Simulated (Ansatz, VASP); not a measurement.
# One calculation of Fe, two programs

POSCAR

```
Fe
1.0
   -1.4135427549      1.4135427549      1.4135427549
    1.4135427549     -1.4135427549      1.4135427549
    1.4135427549      1.4135427549     -1.4135427549
Fe
1
Direct
    0.0000000000      0.0000000000      0.0000000000
```

INCAR.step1

```
  ALGO = Normal
  EDIFF = 1E-5
  ENCUT = 520
  GGA = PE
  ISIF = 2
  ISMEAR = -1
  ISPIN = 2
  LASPH = T
  LMAXMIX = 4
  LORBIT = 11
  LREAL = F
  LWAVE = T
  MAGMOM = 3
  NBANDS = 14
  NELM = 150
  PREC = Accurate
  SIGMA = 0.05
```

INCAR.step2

```
  ALGO = Normal
  EDIFF = 1E-6
  ENCUT = 520
  GGA = PE
  HFSCREEN = 0.2079
  ISIF = 2
  ISMEAR = -1
  ISPIN = 2
  ISTART = 1
  LASPH = T
  LCHARG = T
  LELF = T
  LHFCALC = T
  LMAXMIX = 4
  LORBIT = 11
  LREAL = F
  LVHAR = T
  LWAVE = F
  MAGMOM = 3
  NBANDS = 14
  NELM = 150
  PREC = Accurate
  PRECFOCK = Normal
  SIGMA = 0.05
```

The input KPOINTS:

```
k-points
0
Gamma
  8 8 8
```

input

```
crystal:
  lattice:
    - [-1.4135427549, 1.4135427549, 1.4135427549]
    - [1.4135427549, -1.4135427549, 1.4135427549]
    - [1.4135427549, 1.4135427549, -1.4135427549]
  atoms:
    - { symbol: Fe, position: [0.0, 0.0, 0.0], spin: 3.0 }
hamiltonian:
  xc: hse06
  pseudopotentials: { kind: paw }
magnetization:
  spin_polarized: true
kpoints:
  mp_grid: { grid: [8, 8, 8] }
scf:
  occupations: { method: fermi_dirac, width: 0.05 }
output:
  forces: true
  stress: true
  eigenvalues: true
```

Alike in both runs: task single point; functional HSE06; k mesh 8 × 8 × 8; occupations fermi-dirac, width 0.05 eV; collinear spin.

|  | VASP | Ansatz |
| --- | --- | --- |
| version | VASP 6.6.1 | Ansatz 0.2.0 |
| potentials or method | VASP PAW PBE potentials, release 64 (Fe) | Ansatz PAW |
| plane-wave cutoff (eV) | 520 | 420 |
| valence electrons in the cell | 8 | 16 |

|  | VASP | Ansatz | Ansatz less VASP |
| --- | --- | --- | --- |
| gap on the k mesh at the Fermi level (eV) | none | none | - |
| pressure (GPa) | 17.2 | 16.7 | -0.51 |
| net moment per atom (μB) | 2.79 | 2.79 | -0.002 |
| size of the moment on the site where the two differ most (μB) | 2.82 | 2.99 | +0.167 |

Site moments also hang on the region over which each program counts them. A gap of «none» marks a metal or a gap that the smearing closes. VASP's potentials hold 8 valence electrons a cell and Ansatz's 16, so a difference there can come from the potentials and not from the codes.

The k mesh is coarse, so the values compare programs but aren't converged. Noted on Ansatz's run: the magnetic or orbital state may not be the lowest.
